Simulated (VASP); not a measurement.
Runs of VASP 6.6.1 on Lu. The structure is that of space group Pm-3m (No. 221), or close to it. The cells are those of the table. 

```tsv
task	cell	k mesh for the DOS	occupations for the DOS	gap on the mesh (eV)	pressure (GPa)
single point	a = 2.363 Å, 1 atom	-	-	none	153.4
single point	a = 3.038 Å, 1 atom	-	-	none	(a)
single point	a = 2.458 Å, 1 atom	-	-	none	(b)
single point	a = 2.628 Å, 1 atom	-	-	none	49.2
single point	a = 2.914 Å, 1 atom	-	-	none	13.4
```

Alike in all rows: level PBE; potentials or basis VASP PAW PBE potentials, release 64 (Lu); no spin polarisation; k mesh 12 × 12 × 12; cutoff (eV) 520; smearing fermi-dirac 0.1 eV.

Estimate the missing entries.

(a) 6.3; (b) 100.6.

Caveats: spin-orbit coupling is left out, which moves the levels of the heavy elements.

A k mesh can miss the band edges, and the runs leave out spin-orbit coupling on Lu.

A gap of «none» marks levels without a gap at the run's occupations.
